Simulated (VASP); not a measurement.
**C: single point with HSE06**

C:

```
C
1.0
     0.00000    1.78012    1.78012
     1.78012    0.00000    1.78012
     1.78012    1.78012    0.00000
C
2
Direct
  0.00000 0.00000 0.00000
  0.25000 0.25000 0.25000
```

```
Program             : VASP 6.6.1
Task                : single point
Functional          : HSE06
Potentials or basis : VASP PAW PBE potentials, release 64 (C)
Cutoff              : 520 eV
k mesh              : 8 × 8 × 8
Occupations         : gaussian, width 0.01 eV
Spin                : no spin polarisation
```

```json
{
  "Pressure": "-4.9 GPa",
  "Band gap on the k mesh": "5.29 eV (least direct gap 6.99 eV)"
}
```

Levels at points of the mesh, in eV from the valence-band top:
```csv
k point,band 1,band 2,band 3,band 4,band 5,band 6,band 7,band 8
"(0.00, 0.00, 0.00)",-23.61,0.00,0.00,0.00,6.99,6.99,6.99,15.39
"(0.50, 0.00, 0.00)",-17.36,-14.68,-3.08,-3.08,10.04,10.04,10.42,17.66
"(0.50, 0.50, 0.00)",-14.11,-14.11,-6.91,-6.91,5.92,5.92,19.31,19.31
```

Wall time 16 min on 1 thread of Intel Xeon 8259CL, with other jobs on the host, peak memory 0.22 GiB.

Caveat: the cell stands under tension; the PAW data sets were made with another functional, which shifts forces and pressure a little. A k mesh can miss the band edges.
